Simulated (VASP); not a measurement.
# SiC (F-43m) in VASP: notebook

SiC is run at these levels: PBEsol; tasks: vibrations by perturbation theory, elastic constants.

All numbers are computed with VASP 6.6.1; they aren't measurements. Logs are shortened: lines on timing, memory, paths and dates and some standing lists are left out, and cuts for length are marked.

### Step 1. The cell of the first run

The structure is cubic, space group F-43m (No. 216). Conventional cell: a = 4.357 Å, b = 4.357 Å, c = 4.357 Å, α = 90.00°, β = 90.00°, γ = 90.00°. Si (site symmetry -43m) has 4 C at 1.89 Å within 2.5 Å. Within 2.5 Å of C (site symmetry -43m) lie 4 Si at 1.89 Å.

### Step 2. Vibrations by perturbation theory, PBEsol

Contents of INCAR:

```
SYSTEM = SiC
PREC = Accurate ; ENCUT = 520
EDIFF = 1E-8 ; ISMEAR = 0
SIGMA = 0.01 ; LREAL = .FALSE.
LASPH = .TRUE. ; NELM = 80
ALGO = Normal ; ISIF = 2
LWAVE = .FALSE. ; LCHARG = .TRUE.
GGA = PS ; IBRION = 8
NSW = 1 ; LEPSILON = .TRUE.
```

Contents of KPOINTS:

```
Automatic mesh
0
G
  10 10 10
  0 0 0
```

Contents of POSCAR:

```
SiC
1.0
    0.0000000000      2.1784203175      2.1784203175
    2.1784203175      0.0000000000      2.1784203175
    2.1784203175      2.1784203175      0.0000000000
Si C
1 1
Direct
    0.0000000000      0.0000000000      0.0000000000
    0.2500000000      0.2500000000      0.2500000000
```

Potentials or basis: VASP PAW PBE potentials, release 64 (Si, C).

Started as:

```sh
$ cat potpaw_PBE.64/Si/POTCAR potpaw_PBE.64/C/POTCAR > POTCAR
$ mpirun -np 1 vasp_std > vasp.out
```

OUTCAR:

```text
SYSTEM = SiC
   PREC = Accurate
   ENCUT = 520
   EDIFF = 1E-8
   ISMEAR = 0
   LREAL = .FALSE.
   LASPH = .TRUE.
   NELM = 80
   ISIF = 2
   GGA = PS
   IBRION = 8
   NSW = 1
   LEPSILON = .TRUE.

 ion  position               nearest neighbor table
   1  0.000  0.000  0.000-   2 1.89   2 1.89   2 1.89   2 1.89
   2  0.250  0.250  0.250-   1 1.89   1 1.89   1 1.89   1 1.89

  LATTYP: Found a face centered cubic cell.
 ALAT       =     4.3568406350

  Lattice vectors:

 A1 = (   0.0000000000,   2.1784203175,   2.1784203175)
 A2 = (   2.1784203175,   0.0000000000,   2.1784203175)
 A3 = (   2.1784203175,   2.1784203175,   0.0000000000)

Analysis of symmetry for initial positions (statically):
=====================================================================
 Subroutine PRICEL returns:
 Original cell was already a primitive cell.

 Routine SETGRP: Setting up the symmetry group for a
 face centered cubic supercell.

 Subroutine GETGRP returns: Found 24 space group operations
 (whereof 24 operations were pure point group operations)
 out of a pool of 48 trial point group operations.

The static configuration has the point symmetry T_d .

Analysis of symmetry for dynamics (positions and initial velocities):
=====================================================================
 Subroutine PRICEL returns:
 Original cell was already a primitive cell.

 Routine SETGRP: Setting up the symmetry group for a
 face centered cubic supercell.

 Subroutine GETGRP returns: Found 24 space group operations
 (whereof 24 operations were pure point group operations)
 out of a pool of 48 trial point group operations.

The dynamic configuration has the point symmetry T_d .

 Subroutine INISYM returns: Found 24 space group operations
 (whereof 24 operations are pure point group operations),
 and found     1 'primitive' translations

----------------------------------------------------------------------------------------

                                     Primitive cell

  volume of cell :      20.6755

  direct lattice vectors                    reciprocal lattice vectors
     0.000000000  2.178420318  2.178420318    -0.229524117  0.229524117  0.229524117
     2.178420318  0.000000000  2.178420318     0.229524117 -0.229524117  0.229524117
     2.178420318  2.178420318  0.000000000     0.229524117  0.229524117 -0.229524117

  length of vectors
     3.080751558  3.080751558  3.080751558     0.397547432  0.397547432  0.397547432

  position of ions in fractional coordinates (direct lattice)
     0.000000000  0.000000000  0.000000000
     0.250000000  0.250000000  0.250000000

  ion indices of the primitive-cell ions
   primitive index   ion index
                 1           1
                 2           2

----------------------------------------------------------------------------------------

 KPOINTS: Automatic mesh

Automatic generation of k-mesh.
 Grid dimensions read from file:
 generate k-points for:   10   10   10

 Generating k-lattice:

[... 412 lines left out ...]

 Free energy of the ion-electron system (eV)
  ---------------------------------------------------
  ---------------------------------------------------
  free energy    TOTEN  =        -0.37187885 eV

  energy without entropy =       -0.37187885

------------------------ aborting loop because EDIFF is reached ----------------------------------------

--------------------------------------- Ionic step        2  -------------------------------------------

------------------------ aborting loop because EDIFF is reached ----------------------------------------

--------------------------------------- Ionic step        3  -------------------------------------------

------------------------ aborting loop because EDIFF is reached ----------------------------------------

 PIEZOELECTRIC TENSOR FIELD DIRECTION 3  (e Angst)
 -----------------------------------------------------------------------------
    -0.00064 -1.27710  0.00000           ( -0.00000 -0.05340  0.00000)
    -1.27710 -0.00064  0.00000           ( -0.05340 -0.00000  0.00000)
     0.00000  0.00000  0.00076           (  0.00000  0.00000 -0.00000)

 PIEZOELECTRIC TENSOR FIELD DIRECTION 3  (C/m^2)
 -----------------------------------------------------------------------------
    -0.00049 -0.98965  0.00000
    -0.98965 -0.00049  0.00000
     0.00000  0.00000  0.00059

--------------------------------------- Ionic step        4  -------------------------------------------

------------------------ aborting loop because EDIFF is reached ----------------------------------------

[... ionic steps 5 to 6 ...]

--------------------------------------- Ionic step        7  -------------------------------------------

 Free energy of the ion-electron system (eV)
  ---------------------------------------------------
  ---------------------------------------------------
  free energy    TOTEN  =        -0.12446494 eV

  energy without entropy =       -0.12446494

------------------------ aborting loop because EDIFF is reached ----------------------------------------

 INTERNAL STRAIN TENSOR  FOR ION    2  DIRECTION 1   (eV/Angst):
 -----------------------------------------------------------------------------
    -0.00805  0.00000  0.00000
     0.00000  0.00346 -8.56017
     0.00000 -8.56017  0.00346

 MACROSCOPIC STATIC DIELECTRIC TENSOR (including local field effects in DFT)
 ------------------------------------------------------
           7.107464     0.000000    -0.000000
          -0.000000     7.107464    -0.000000
           0.000000     0.000000     7.107464
 ------------------------------------------------------

 PIEZOELECTRIC TENSOR (including local field effects)  for field in x, y, z        (e  Angst)
          XX          YY          ZZ          XY          YZ          ZX
  --------------------------------------------------------------------------------
  x    -0.00000     0.00000     0.00000     0.00000    -1.27459     0.00000
  y     0.00000     0.00000     0.00000     0.00000     0.00000    -1.27459
  z     0.00000     0.00000    -0.00000    -1.27459     0.00000     0.00000

 PIEZOELECTRIC TENSOR (including local field effects)  for field in x, y, z        (C/m^2)
          XX          YY          ZZ          XY          YZ          ZX
  --------------------------------------------------------------------------------
  x    -0.00000     0.00000     0.00000     0.00000    -0.98770     0.00000
  y     0.00000     0.00000     0.00000     0.00000     0.00000    -0.98770
  z     0.00000     0.00000    -0.00000    -0.98770     0.00000     0.00000

 BORN EFFECTIVE CHARGES (including local field effects) (in |e|, cummulative output)
 ---------------------------------------------------------------------------------
 ion    1
    1     2.70391     0.00000    -0.00000
    2     0.00000     2.70391    -0.00000
    3     0.00000     0.00000     2.70391
 ion    2
    1    -2.70391     0.00000     0.00000
    2     0.00000    -2.70391     0.00000
    3     0.00000    -0.00000    -2.70391

 INTERNAL STRAIN TENSOR FOR ION    2 for displacements in x,y,z  (eV/Angst):
          X           Y           Z          XY          YZ          ZX
  --------------------------------------------------------------------------------
  x    -0.00000     0.00000     0.00000     0.00000    -8.56017     0.00000
  y     0.00000     0.00000     0.00000     0.00000     0.00000    -8.56017
  z     0.00000     0.00000    -0.00000    -8.56017     0.00000     0.00000

 SECOND DERIVATIVES (NOT SYMMETRIZED)
 ------------------------------------
               1X          1Y          1Z          2X          2Y          2Z
  1X   -19.203687    0.000000    0.000000   19.203687    0.000000    0.000000
  1Y     0.000000  -19.203687    0.000000    0.000000   19.203687    0.000000
  1Z     0.000000    0.000000  -19.203687    0.000000    0.000000   19.203687
  2X    19.206450    0.000000    0.000000  -19.206450    0.000000    0.000000
  2Y     0.000000   19.206450    0.000000    0.000000  -19.206450    0.000000
  2Z     0.000000    0.000000   19.206450    0.000000    0.000000  -19.206450

 Eigenvectors and eigenvalues of the dynamical matrix
 ----------------------------------------------------

   1 f  =   23.620476 THz   148.411828 2PiTHz  787.894270 cm-1    97.686395 meV
             X         Y         Z           dx          dy          dz
      0.000000  0.000000  0.000000     0.547290   -0.000000    0.000000
      1.089210  1.089210  1.089210    -0.836943    0.000000    0.000000
[... 21 lines left out ...]
   6 f/i=    0.000778 THz     0.004890 2PiTHz    0.025958 cm-1     0.003218 meV
             X         Y         Z           dx          dy          dz
      0.000000  0.000000  0.000000     0.745997   -0.275366    0.261030
      1.089210  1.089210  1.089210     0.487818   -0.180066    0.170692

--------------------------------------------------------------------------------------------------------

 MACROSCOPIC STATIC DIELECTRIC TENSOR IONIC CONTRIBUTION
 ------------------------------------------------------
           3.331805     0.000000    -0.000000
           0.000000     3.331805     0.000000
          -0.000000     0.000000     3.331805
 ------------------------------------------------------

 ELASTIC MODULI CONTR FROM IONIC RELAXATION (kBar)
 Direction    XX          YY          ZZ          XY          YZ          ZX
 --------------------------------------------------------------------------------
 XX          -0.0000     -0.0000     -0.0000     -0.0000     -0.0000     -0.0000
 YY          -0.0000     -0.0000     -0.0000     -0.0000     -0.0000      0.0000
 ZZ          -0.0000     -0.0000     -0.0000     -0.0000     -0.0000     -0.0000
 XY          -0.0000     -0.0000     -0.0000   -271.6159      0.0000      0.0000
 YZ          -0.0000     -0.0000     -0.0000      0.0000   -271.6159      0.0000
 ZX          -0.0000      0.0000     -0.0000      0.0000      0.0000   -271.6159
 --------------------------------------------------------------------------------

 PIEZOELECTRIC TENSOR IONIC CONTR  for field in x, y, z        (C/m^2)
          XX          YY          ZZ          XY          YZ          ZX
  --------------------------------------------------------------------------------
  x     0.00000     0.00000     0.00000    -0.00000     0.89514     0.00000
  y     0.00000    -0.00000     0.00000    -0.00000     0.00000     0.89514
  z     0.00000     0.00000     0.00000     0.89514     0.00000     0.00000
```

Run time: 1.9 min. Hardware: 1 thread of Intel Xeon 6975P-C, shared host; peak memory 0.2 GiB.

What came out:

| Property | Result |
| --- | --- |
| Electronic dielectric tensor (diagonal) | 7.11 |
| Born charges (mean of the diagonal) | Si +2.70; C -2.70 e |
| Highest phonon frequency at Γ, LO-TO splitting left out | 788 cm⁻¹ |

Phonon frequencies in cm⁻¹ (negative: imaginary):
```
              q point        frequencies
(0.000, 0.000, 0.000)  0 0 0 788 788 788
```

Electronic dielectric tensor:
```
7.11 0.00 0.00
0.00 7.11 0.00
0.00 0.00 7.11
```

Born effective charge tensors (e):
atom 1, Si
```
2.70 0.00 0.00
0.00 2.70 0.00
0.00 0.00 2.70
```
atom 2, C
```
-2.70  0.00  0.00
 0.00 -2.70  0.00
 0.00  0.00 -2.70
```

Caveat: the PAW data sets were made with another functional, which shifts forces and pressure a little.

### Step 3. Elastic constants, PBEsol

Contents of INCAR:

```
SYSTEM = SiC
ALGO = Normal
EDIFF = 1E-8
ENCUT = 600
GGA = PS
IBRION = 6
ISIF = 3
ISMEAR = 0
LASPH = .True.
LCHARG = .False.
LREAL = .False.
LWAVE = .False.
NELM = 80
NFREE = 2
NSW = 1
POTIM = 0.015
PREC = Accurate
SIGMA = 0.01
```

Contents of KPOINTS:

```
k-points
0
Gamma
  10 10 10
  0 0 0
```

POSCAR is that of step 2.

Potentials or basis: VASP PAW PBE potentials, release 64 (Si, C).

Started as:

```sh
$ cat potpaw_PBE.64/Si/POTCAR potpaw_PBE.64/C/POTCAR > POTCAR
$ mpirun -np 1 vasp_std > vasp.out
```

It took 7.8 min on 1 thread of Intel Xeon 6975P-C, shared host; peak memory 0.26 GiB.

Results (log left out):

```yaml
Elastic_constants_C11_C12_C44: 389, 137, 244 GPa
Voigt_bulk_modulus: 221 GPa
Highest_phonon_frequency_at_Γ_LO-TO_splitting_left_out: 788 cm⁻¹
```

Phonon frequencies in cm⁻¹ (negative: imaginary):
```csv
q point,frequencies
"(0.000, 0.000, 0.000)",0 0 0 788 788 788
```

Elastic tensor in Voigt notation (GPa, in the Cartesian axes of the cell as first typed):
```
389 137 137   0   0   0
137 389 137   0   0   0
137 137 389   0   0   0
  0   0   0 244   0   0
  0   0   0   0 244   0
  0   0   0   0   0 244
```

Clamped-ion elastic tensor (GPa):
```
389 137 137   0   0   0
137 389 137   0   0   0
137 137 389   0   0   0
  0   0   0 274   0   0
  0   0   0   0 274   0
  0   0   0   0   0 274
```

Caveat: the PAW data sets were made with another functional, which shifts forces and pressure a little.
